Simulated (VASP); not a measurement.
Os, 1 atom in the cell. The structure is cubic, space group Fm-3m (No. 225). The conventional cell has a = 3.811 Å, b = 3.811 Å, c = 3.811 Å, α = 90.00°, β = 90.00°, γ = 90.00°. Os (site symmetry m-3m) has 12 Os at 2.69 Å within 3.6 Å. This isn't the form of Os at room conditions, which is hcp.

```yaml
Program: VASP 6.6.1
Task: electric field gradients
Functional: PBEsol
Potentials_or_basis: VASP PAW PBE potentials, release 64 (Os)
Cutoff: 520 eV
k_mesh: 14 × 14 × 14
Occupations: fermi-dirac, width 0.03 eV
Spin: no spin polarisation
Dipole_correction: no
Further_INCAR_settings: ALGO = Normal; EDIFF = 1e-08; NBANDS = 10
```

Potentials or basis: VASP PAW PBE potentials, release 64 (Os).

Command:

```console
$ cat potpaw_PBE.64/Os/POTCAR > POTCAR
$ mpirun -np 1 vasp_std > vasp.out
```

Hardware: 1 thread of Intel Xeon 8259CL, with other jobs on the host.

Question: How long does it take, and how much memory?

Answer: Run time: 21 s on 1 thread of Intel Xeon 8259CL, with other jobs on the host, peak memory 0.14 GiB. Counts: scf iterations 14, k points 104.
